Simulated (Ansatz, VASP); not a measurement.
## Na3OF in VASP and in Ansatz

```
CELL_PARAMETERS angstrom
4.25808 0.00000 0.00000
0.00000 4.25808 0.00000
0.00000 0.00000 4.25808
ATOMIC_POSITIONS crystal
F 0.00000 0.00000 0.00000
O 0.50000 0.50000 0.50000
Na 0.50000 0.50000 0.00000
Na 0.50000 0.00000 0.50000
Na 0.00000 0.50000 0.50000
```

Alike in both runs: task single point; functional r2SCAN; k mesh 6 × 6 × 6; no spin polarisation.

|  | VASP | Ansatz |
| --- | --- | --- |
| version | VASP 6.6.1 | Ansatz 0.2.0 |
| potentials or method | VASP PAW PBE potentials, release 64 (F, O, Na_sv) | plane waves, PAW |
| plane-wave cutoff (eV) | 1250 | 500 |
| occupations | gaussian, width 0.01 eV | fixed |
| valence electrons in the cell | 40 | 40 |

```csv
,VASP,Ansatz,Ansatz less VASP
gap on the k mesh at the Fermi level (eV),2.58,2.58,-0.006
pressure (GPa),2.7,2.7,+0.05
```

VASP's potentials were made for PBE, not for r2SCAN.
